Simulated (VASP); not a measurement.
ZnSnP2, 8 atoms in the cell. It takes space group I-42d (No. 122, tetragonal). Conventional cell: a = 5.650 Å, b = 5.650 Å, c = 11.327 Å, α = 90.00°, β = 90.00°, γ = 90.00°. Within 3.1 Å of Zn (site symmetry -4) lie 4 P at 2.38 Å. Within 3.1 Å of P (site symmetry 2) lie 2 Zn at 2.38 Å and 2 Sn at 2.52 Å. Within 3.3 Å of Sn (site symmetry -4) lie 4 P at 2.52 Å. 

* Program: VASP 6.6.1
* Task: single point
* Functional: PBE
* Potentials or basis: VASP PAW PBE potentials, release 64 (Zn, P, Sn_d)
* Cutoff: 500 eV
* k mesh: 6 × 6 × 6
* Occupations: fermi-dirac, width 0.02 eV
* Spin: non-collinear spin, zero start, spin-orbit coupling
* Starting moments: [[0.0, 0.0, 0.0], [0.0, 0.0, 0.0], [0.0, 0.0, 0.0], [0.0, 0.0, 0.0], [0.0, 0.0, 0.0], [0.0, 0.0, 0.0], [0.0, 0.0, 0.0], [0.0, 0.0, 0.0]] μB
* Dipole correction: no
* Further INCAR settings: ALGO = Normal; EDIFF = 1e-06; NBANDS = 90

Potentials or basis: VASP PAW PBE potentials, release 64 (Zn, P, Sn_d).

Command:

```console
$ cat potpaw_PBE.64/Zn/POTCAR potpaw_PBE.64/P/POTCAR potpaw_PBE.64/Sn_d/POTCAR > POTCAR
$ mpirun -np 4 vasp_ncl > vasp.out
```

Hardware: 4 MPI ranks on Intel(R) Xeon(R) Platinum 8488C (Sapphire Rapids) (shared host).

Q: Estimate the wall time of this run.

A: Wall time 17 min on 4 MPI ranks on Intel(R) Xeon(R) Platinum 8488C (Sapphire Rapids), on a shared host, peak memory 1.6 GiB a rank. Counts: scf iterations 15, k points 41.
